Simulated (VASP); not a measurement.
Here is a VASP 6.6.1 calculation.

INCAR

```
ALGO = Normal
EDIFF = 1E-6
ENCUT = 500
GGA = PE
GGA_COMPAT = F
ISIF = 2
ISMEAR = -1
LASPH = T
LCHARG = T
LELF = T
LREAL = F
LVHAR = T
LWAVE = F
NBANDS = 21
NELM = 120
PREC = Accurate
SIGMA = 0.1
```

Contents of KPOINTS:

```
k-points
0
Gamma
  15 15 8
```

File POSCAR:

```
Ru
1.0
    2.7058000000      0.0000000000      0.0000000000
   -1.3529000000      2.3432915400      0.0000000000
    0.0000000000      0.0000000000      4.2819000000
Ru
2
Direct
    0.3333333333      0.6666666667      0.2500000000
    0.6666666667      0.3333333333      0.7500000000
```

Potentials or basis: VASP PAW PBE potentials, release 64 (Ru_pv).

Launch:

```sh
$ cat potpaw_PBE.64/Ru_pv/POTCAR > POTCAR
$ mpirun -np 1 vasp_std > vasp.out
```

Predict the pressure.

4.6 GPa.

What does it give for the band gap on the k mesh?

Zero (bands 14 and 15 overlap by 3.09 eV).

Stress tensor (GPa, compression positive):
```
4.86 0.00 0.00
0.00 4.86 0.00
0.00 0.00 4.01
```

Caveat: the cell stands under pressure.
